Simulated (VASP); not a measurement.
# B16HN16 (a cell with a defect) in VASP: further runs

The runs below take B16HN16 (a cell with a defect) through single point, with PBE+D3(BJ).

Everything below comes from runs of VASP 6.6.1. Logs are shortened: lines on timing, memory, paths and dates and some standing lists are left out, and cuts for length are marked.

## (1) The cell of the first run

The cell holds a defect, 33 atoms: a = 6.660 Å, b = 6.660 Å, c = 6.660 Å, α = 97.63°, β = 97.63°, γ = 97.63°.

## (2) Single point, PBE+D3(BJ)

File INCAR:

```
PREC     = Accurate       # precision mode
ENCUT    = 520            # plane-wave cutoff, eV
EDIFF    = 1E-6           # SCF threshold, eV
ISMEAR   = 0              # smearing method
SIGMA    = 0.02           # smearing width, eV
LREAL    = Auto         
LASPH    = T              # aspherical terms in the spheres
NELM     = 100            # most SCF steps
ALGO     = Normal         # electronic algorithm
ISIF     = 2              # what is computed and relaxed
LWAVE    = F              # write WAVECAR
LCHARG   = F              # write CHGCAR
GGA      = PE             # functional
IVDW     = 12             # dispersion correction
NELECT   = 130.0        
NBANDS   = 86             # bands
```

File KPOINTS:

```
Automatic mesh
0
Gamma
  2 2 2
  0.5 0.5 0.5
```

File POSCAR:

```
B16HN16
1.0
   -5.0122276282      2.8938109704      3.2948837601
    0.0000000000     -5.7876219408      3.2948837600
    5.0122276282      2.8938109704      3.2948837601
B N H
16 16 1
Direct
    0.2422505087      0.7400700702      0.9920301035
    0.4856986195      0.4891743076      0.9864669776
    0.7463890009      0.2481405638      0.9992639886
    0.9980956397      0.7448238994      0.2499638152
    0.9993452979      0.9991592568      1.0012650032
    0.2875740517      0.5235551506      0.2747312591
    0.4855579623      0.2352090918      0.2401509116
    0.7422807933      0.7476648092      0.4987934478
    0.7462135714      0.9951771043      0.2479981699
    0.9981751836      0.4989278808      0.4960315887
    0.2421771254      0.2408377620      0.4911053650
    0.5099750421      0.7615751123      0.7607212359
    0.5098825593      1.0095202365      0.5125869457
    0.7463834211      0.4970497766      0.7464791869
    0.9994141419      0.2502167217      0.7503410565
    0.2522778537      1.0032451318      0.7543558092
    0.5795224989      0.0771596002      0.3316923739
    0.8254539114      0.8257030864      0.3281446938
    0.0892791347      0.5887582008      0.3398780886
    0.3355297631      0.0853001909      0.5877403756
    0.3135073753      0.3069843145      0.3153889738
    0.6105947724      0.8627270068      0.6138164936
    0.8256059354      0.5771681005      0.5769859420
    0.0819870442      0.0828001614      0.8339141871
    0.0789431858      0.3295012036      0.5804469455
    0.3355904953      0.8366899185      0.8364711787
    0.5796909227      0.5807488875      0.8284497766
    0.8309856228      0.0818282097      0.0834140283
    0.8311091134      0.3324129543      0.8330737089
    0.0788688595      0.8292661719      0.0805517440
    0.3136913139      0.5644521396      0.0582841187
    0.5731327983      0.3242215483      0.0753403624
    0.4518081450      0.6224514786      0.3738970786
```

Potentials or basis: VASP PAW PBE potentials, release 64 (B, N, H).

On the command line:

```
$ cat potpaw_PBE.64/B/POTCAR potpaw_PBE.64/N/POTCAR potpaw_PBE.64/H/POTCAR > POTCAR
$ mpirun -np 1 vasp_std > vasp.out
```

OUTCAR:

```text
PREC = Accurate
   ENCUT = 520
   EDIFF = 1E-6
   ISMEAR = 0
   LREAL = Auto
   LASPH = T
   NELM = 100
   ISIF = 2
   GGA = PE
   IVDW = 12
   NELECT = 130.0
 IVDW          = 12

 ion  position               nearest neighbor table
   1  0.242  0.740  0.992-  31 1.42  26 1.45  30 1.46
   2  0.486  0.489  0.986-  31 1.42  27 1.45  32 1.47
   3  0.746  0.248  0.999-  32 1.44  28 1.45  29 1.45
   4  0.998  0.745  0.250-  19 1.43  30 1.46  18 1.46
   5  0.999  0.999  0.001-  30 1.44  24 1.45  28 1.45
   6  0.288  0.524  0.275-  33 1.25  31 1.53  21 1.53  19 1.54
   7  0.486  0.235  0.240-  21 1.42  17 1.45  32 1.47
   8  0.742  0.748  0.499-  23 1.45  18 1.45  22 1.46
   9  0.746  0.995  0.248-  18 1.44  17 1.44  28 1.45
  10  0.998  0.499  0.496-  19 1.43  25 1.46  23 1.46
  11  0.242  0.241  0.491-  21 1.42  20 1.45  25 1.46
  12  0.510  0.762  0.761-  22 1.45  26 1.45  27 1.45
[... 18 lines left out ...]
  31  0.314  0.564  0.058-   1 1.42   2 1.42   6 1.53
  32  0.573  0.324  0.075-   3 1.44   2 1.47   7 1.47
  33  0.452  0.622  0.374-   6 1.25

  LATTYP: Found a trigonal (rhomboedric) cell.
 ALAT       =     6.6597917927
 COS(alpha) =    -0.1328444049

  Lattice vectors:

 A1 = (  -5.0122276282,   2.8938109704,   3.2948837601)
 A2 = (   0.0000000000,  -5.7876219408,   3.2948837600)
 A3 = (   5.0122276282,   2.8938109704,   3.2948837601)

Analysis of symmetry for initial positions (statically):
=====================================================================
 Subroutine PRICEL returns:
 Original cell was already a primitive cell.

 Routine SETGRP: Setting up the symmetry group for a
 trigonal (rhombohedral) supercell.

 Subroutine GETGRP returns: Found  1 space group operations
 (whereof  1 operations were pure point group operations)
 out of a pool of 12 trial point group operations.

The static configuration has the point symmetry C_1 .

Analysis of symmetry for dynamics (positions and initial velocities):
=====================================================================
 Subroutine PRICEL returns:
 Original cell was already a primitive cell.

 Routine SETGRP: Setting up the symmetry group for a
 trigonal (rhombohedral) supercell.

 Subroutine GETGRP returns: Found  1 space group operations
 (whereof  1 operations were pure point group operations)
 out of a pool of 12 trial point group operations.

The dynamic configuration has the point symmetry C_1 .

 Subroutine INISYM returns: Found  1 space group operations
 (whereof  1 operations are pure point group operations),
 and found     1 'primitive' translations

----------------------------------------------------------------------------------------

                                     Primitive cell

  volume of cell :     286.7426

  direct lattice vectors                    reciprocal lattice vectors
    -5.012227628  2.893810970  3.294883760    -0.099756044  0.057594179  0.101166948
     0.000000000 -5.787621941  3.294883760     0.000000000 -0.115188358  0.101166948
     5.012227628  2.893810970  3.294883760     0.099756044  0.057594179  0.101166948

  length of vectors
     6.659791793  6.659791793  6.659791793     0.153307238  0.153307238  0.153307238

  position of ions in fractional coordinates (direct lattice)
     0.242250509  0.740070070  0.992030103
     0.485698619  0.489174308  0.986466978
     0.746389001  0.248140564  0.999263989
     0.998095640  0.744823899  0.249963815
     0.999345298  0.999159257  0.001265003
     0.287574052  0.523555151  0.274731259
[... 25 lines left out ...]
     0.573132798  0.324221548  0.075340362
     0.451808145  0.622451479  0.373897079

  ion indices of the primitive-cell ions
   primitive index   ion index
                 1           1
                 2           2
                 3           3
                 4           4
                 5           5
                 6           6
[... 25 lines left out ...]
                32          32
                33          33

----------------------------------------------------------------------------------------

 KPOINTS: Automatic mesh

Automatic generation of k-mesh.
 Grid dimensions read from file:
 generate k-points for:    2    2    2

 Generating k-lattice:

  Cartesian coordinates                     Fractional coordinates (reciprocal lattice)
    -0.049878022  0.028797089  0.050583474     0.500000000  0.000000000  0.000000000
     0.000000000 -0.057594179  0.050583474     0.000000000  0.500000000  0.000000000
     0.049878022  0.028797089  0.050583474     0.000000000  0.000000000  0.500000000

  Length of vectors
     0.076653619  0.076653619  0.076653619

  Shift w.r.t. Gamma in fractional coordinates (k-lattice)
     0.500000000  0.500000000  0.500000000

 Subroutine IBZKPT returns following result:
 ===========================================

 Found      4 irreducible k-points:

 Following reciprocal coordinates:
            Coordinates               Weight
  0.250000  0.250000  0.250000      2.000000
 -0.250000  0.250000  0.250000      2.000000
  0.250000 -0.250000  0.250000      2.000000
  0.250000  0.250000 -0.250000      2.000000
   k-points           NKPTS =      4   k-points in BZ     NKDIM =      4   number of bands    NBANDS=     86
   number of dos      NEDOS =    301   number of ions     NIONS =     33
   total plane-waves  NPLWV = 125000
   dimension x,y,z NGX =    50 NGY =   50 NGZ =   50
   dimension x,y,z NGXF=   100 NGYF=  100 NGZF=  100
   ions per type =              16  16   1
   NGX,Y,Z   is equivalent  to a cutoff of  12.48, 12.48, 12.48 a.u.
   NGXF,Y,Z  is equivalent  to a cutoff of  24.96, 24.96, 24.96 a.u.
 SYSTEM =  unknown system
   PREC   = accura    normal or accurate (medium, high low for compatibility)
   ISTART =      0    job   : 0-new  1-cont  2-samecut
   ICHARG =      2    charge: 1-file 2-atom 10-const
   ISPIN  =      1    spin polarized calculation?
   LNONCOLLINEAR =      F non collinear calculations
   LSORBIT =      F    spin-orbit coupling
   LASPH  =      T    aspherical Exc in radial PAW
   ENCUT  =  520.0 eV  38.22 Ry    6.18 a.u.  12.38 12.38 12.38*2*pi/ulx,y,z
   NELM   =    100;   NELMIN=  2; NELMDL= -5     # of ELM steps
   EDIFF  = 0.1E-05   stopping-criterion for ELM
   LREAL  =      T    real-space projection
   EDIFFG = 0.1E-04   stopping-criterion for IOM
   NSW    =      0    number of steps for IOM
   IBRION =     -1    ionic relax: 0-MD 1-quasi-New 2-CG
   NFREE  =      0    steps in history (QN), initial steepest desc. (CG)
   ISIF   =      2    stress and relaxation
   ISYM   =      2    0-nonsym 1-usesym 2-fastsym
   POTIM  = 0.5000    time-step for ionic-motion
   TEBEG  =    0.0;   TEEND  =   0.0 temperature during run
   PSTRESS=    0.0 pullay stress
   NELECT =     130.0000    total number of electrons
   NUPDOWN=      -1.0000    fix difference up-down
   EMIN   =  10.00;   EMAX   =-10.00  energy-range for DOS
   EFERMI =   0.00;   METHOD = LEGACY
   ISMEAR =     0;   SIGMA  =   0.02  broadening in eV -4-tet -1-fermi 0-gaus
   EFERMI_NEDOS =   21; number of points for ismear=-14 and -15
   IALGO  =     38    algorithm
   IMIX   =      4    mixing-type and parameters
     AMIX     =   0.40;   BMIX     =  1.00
     AMIX_MAG =   1.60;   BMIX_MAG =  1.00
  volume/ion in A,a.u.               =       8.69        58.64
  Fermi-wavevector in a.u.,A,eV,Ry     =   1.257646  2.376607 21.519984  1.581674
  Thomas-Fermi vector in A             =   2.391295
   LORBIT       =      0    0 simple, 1 ext, 2 COOP (PROOUT), +10 PAW based schemes
   GGA     = PE    functional components
   LHFCALC =     F    Hartree Fock is set to
   AEXX    =    0.0000 exact exchange contribution
   IVDW    =    12    specifies the selected vdW correction
   LEPSILON=     F    determine dielectric tensor
   LRPA    =     F    only Hartree local field effects (RPA)
 non-spin polarized calculation
 Gauss-broadening in eV      SIGMA  =   0.02
  energy-cutoff  :      520.00
  volume of cell :      286.74
 maximum number of plane-waves:      7728
 NGX is ok and might be reduce to    50
   NGX = 25   NGY = 25   NGZ = 25

 number of electron     130.0000006 magnetization

 Free energy of the ion-electron system (eV)
  ---------------------------------------------------
  ext. energy  EPLUGINS =         0.00000000
  ---------------------------------------------------
  free energy    TOTEN  =      -278.15884247 eV

  energy without entropy =     -278.15884247  energy(sigma->0) =     -278.15884247

 E-fermi :   3.7718     XC(G=0): -10.2626

 val. band max:        3.5994629063   @ k =   0.2500   0.2500   0.2500
 cond. band min:       7.0680075203   @ k =   0.2500  -0.2500   0.2500
 fundamental gap:      3.4685446140
 Fermi energy:         3.7718156466

 k-point     1 :       0.2500    0.2500    0.2500
  band No.  band energies     occupation
      1     -15.2951      2.00000
      2     -14.2911      2.00000
      3     -14.2903      2.00000
      4     -14.2600      2.00000
      5     -14.0079      2.00000
      6     -13.9988      2.00000
[... 69 lines left out ...]
     76       9.5693      0.00000
     77      10.1633      0.00000

 k-point     2 :      -0.2500    0.2500    0.2500
  band No.  band energies     occupation
      1     -15.1437      2.00000
      2     -14.8477      2.00000
      3     -14.4368      2.00000
      4     -14.3023      2.00000
      5     -13.4682      2.00000
      6     -13.4165      2.00000
[... 69 lines left out ...]
     76       9.7324      0.00000
     77       9.7391      0.00000

 k-point     3 :       0.2500   -0.2500    0.2500
  band No.  band energies     occupation
      1     -15.1446      2.00000
      2     -14.8446      2.00000
      3     -14.4340      2.00000
      4     -14.3113      2.00000
      5     -13.4638      2.00000
      6     -13.4110      2.00000
[... 69 lines left out ...]
     76       9.6605      0.00000
     77       9.7402      0.00000

 k-point     4 :       0.2500    0.2500   -0.2500
  band No.  band energies     occupation
      1     -15.1447      2.00000
      2     -14.8445      2.00000
      3     -14.4340      2.00000
      4     -14.3114      2.00000
      5     -13.4638      2.00000
      6     -13.4111      2.00000
[... 69 lines left out ...]
     76       9.6607      0.00000
     77       9.7400      0.00000
 [bands above 77 left out]

------------------------ aborting loop because EDIFF is reached ----------------------------------------

 Edisp (eV)   -4.67129

 E8    (eV) :    -1.3635

  FORCE on cell =-STRESS in cart. coord.  units (eV):
  Direction    XX          YY          ZZ          XY          YZ          ZX
  --------------------------------------------------------------------------------------
  -------------------------------------------------------------------------------------
  Total       5.74797     7.02324    11.13553     1.09637    -1.13180     1.95213
  in kB      32.11682    39.24241    62.21989     6.12600    -6.32393    10.90757
  external pressure =       44.53 kB  Pullay stress =        0.00 kB

 VOLUME and BASIS-vectors are now :
 -----------------------------------------------------------------------------
  energy-cutoff  :      520.00
  volume of cell :      286.74
      direct lattice vectors                 reciprocal lattice vectors
    -5.012227628  2.893810970  3.294883760    -0.099756044  0.057594179  0.101166948
     0.000000000 -5.787621941  3.294883760     0.000000000 -0.115188358  0.101166948
     5.012227628  2.893810970  3.294883760     0.099756044  0.057594179  0.101166948

 POSITION                                       TOTAL-FORCE (eV/Angst)
 -----------------------------------------------------------------------------------
      3.75807     -0.71147      6.50526        -0.015230      0.019137     -0.043463
      2.50996      1.42901      6.46239         0.006669     -0.007248     -0.039248
      1.26747      3.61545      6.56932         0.003631     -0.002860      0.002413
     -3.74981     -0.69911      6.56632        -0.029513      0.035477     -0.002445
     -5.00261     -2.88718      6.58901        -0.004195      0.010260      0.014945
     -0.06437     -1.40293      3.57778        -0.060771      0.036052      0.328007
[... 25 lines left out ...]
     -2.49505      0.00009      3.20492        -0.001626      0.000872      0.006945
     -0.39051     -1.21308      4.77151         0.486712     -0.282995     -0.401767
 -----------------------------------------------------------------------------------
    total drift:                                0.000510     -0.002702      0.000820

  FREE ENERGIE OF THE ION-ELECTRON SYSTEM (eV)
  ---------------------------------------------------
  free  energy   TOTEN  =      -282.8301373237 eV

  energy  without entropy=     -282.8301373237  energy(sigma->0) =     -282.83013732
```

Run time: 4 min. Hardware: 1 thread of AMD EPYC 7R13, shared host; peak memory 0.34 GiB.

Results:

```
Free energy                : -282.8301 eV
Largest force              : 0.692 eV/Å
Dispersion energy per atom : -0.142 eV
```

Forces on the atoms (eV/Å):
```
B   -0.015  0.019 -0.043
B    0.007 -0.007 -0.039
B    0.004 -0.003  0.002
B   -0.030  0.035 -0.002
B   -0.004  0.010  0.015
B   -0.061  0.036  0.328
B    0.008 -0.004 -0.037
B   -0.113  0.065  0.494
B   -0.001 -0.011  0.012
B   -0.045  0.007 -0.004
B   -0.024  0.005 -0.043
B   -0.006  0.020 -0.040
B   -0.019 -0.004 -0.040
B    0.009  0.008  0.011
B   -0.012  0.001  0.014
B   -0.009  0.005 -0.008
N   -0.011  0.011  0.004
N    0.006  0.013  0.054
N    0.008 -0.005 -0.002
N   -0.015  0.021 -0.024
N   -0.004  0.040 -0.076
N   -0.046  0.027 -0.069
N   -0.008 -0.013  0.052
N   -0.006  0.003 -0.006
N   -0.008  0.004 -0.011
N   -0.024  0.001 -0.025
N   -0.014  0.004  0.002
N   -0.001  0.005 -0.018
N   -0.005 -0.002 -0.019
N   -0.008  0.005 -0.010
N   -0.036 -0.017 -0.076
N   -0.002  0.001  0.007
H    0.487 -0.283 -0.402
```

Caveat: the cell carries a net charge on a neutralising background, which shifts energy and pressure; the cell is charged against a uniform background, so pressure and absolute levels hang on convention.

[end of part 1 of 2]
